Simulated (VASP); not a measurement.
Wanted: the native input for a VASP 6.6.1 run.

| Item | Value |
| --- | --- |
| Task | single point |
| Functional | r2SCAN |
| Potentials or basis | VASP PAW PBE potentials, release 64 (Sn_d, O) |
| Cutoff | 520 eV |
| k mesh | 6 × 6 × 8 |
| Occupations | gaussian, width 0.02 eV |
| Spin | no spin polarisation |
| Dipole correction | no |
| Further INCAR settings | ALGO = Normal; EDIFF = 1e-07; NBANDS = 35 |

Crystal: SnO2.

```
CELL_PARAMETERS angstrom
4.75920 0.00000 0.00000
0.00000 4.75920 0.00000
0.09604 0.00000 3.20127
ATOMIC_POSITIONS crystal
Sn 0.50000 0.50000 0.50000
Sn 0.00000 0.00000 0.00000
O 0.19449 0.80625 0.49627
O 0.80551 0.19375 0.50373
O 0.30551 0.30625 0.00373
O 0.69449 0.69375 0.99627
```

These files were run (other wordings do the same):

POSCAR

```
SnO2
1.0
    4.7592005654      0.0000000000      0.0000000000
    0.0000000000      4.7592005654      0.0000000000
    0.0960380989      0.0000000000      3.2012699648
Sn O
2 4
Direct
    0.5000000000      0.5000000000      0.5000000000
    0.0000000000      0.0000000000      0.0000000000
    0.1944935394      0.8062484996      0.4962709165
    0.8055064606      0.1937515004      0.5037290835
    0.3055064606      0.3062484996      0.0037290835
    0.6944935394      0.6937515004     -0.0037290835
```

INCAR.step1

```
SYSTEM = SnO2
  PREC = Accurate
  ENCUT = 520
  ISMEAR = 0
  SIGMA = 0.02
  LREAL = .FALSE.
  LASPH = .TRUE.
  NELM = 80
  NBANDS = 35
  GGA = PE
  ALGO = Normal
  EDIFF = 1E-4
  LWAVE = .TRUE.
  LCHARG = .FALSE.
```

INCAR.step2

```
SYSTEM = SnO2
  PREC = Accurate
  ENCUT = 520
  EDIFF = 1E-7
  ISMEAR = 0
  SIGMA = 0.02
  LREAL = .FALSE.
  LASPH = .TRUE.
  NELM = 80
  ALGO = Normal
  ISIF = 2
  LWAVE = .FALSE.
  LCHARG = .FALSE.
  METAGGA = R2SCAN
  LMIXTAU = .TRUE.
  NBANDS = 35
  ISTART = 1
```

KPOINTS

```
regular mesh
0
G
  6 6 8
  0 0 0
```

Potentials or basis: VASP PAW PBE potentials, release 64 (Sn_d, O).

Run with:

```console
$ cat potpaw_PBE.64/Sn_d/POTCAR potpaw_PBE.64/O/POTCAR > POTCAR
$ cp INCAR.step1 INCAR
$ mpirun -np 1 vasp_std > vasp.out
$ cp INCAR.step2 INCAR
$ mpirun -np 1 vasp_std > vasp.out
```

Results of the run:

```yaml
Pressure: 1.1 GPa
Largest_force: 0.030 eV/Å
Band_gap_on_the_k_mesh: 1.78 eV
```

Caveat: the PAW data sets were made with another functional, which shifts forces and pressure a little; spin-orbit coupling is left out, which moves the levels of the heavy elements.

It took 9.5 min on 1 thread of Intel Xeon 8259CL, on a shared host, peak memory 0.32 GiB.
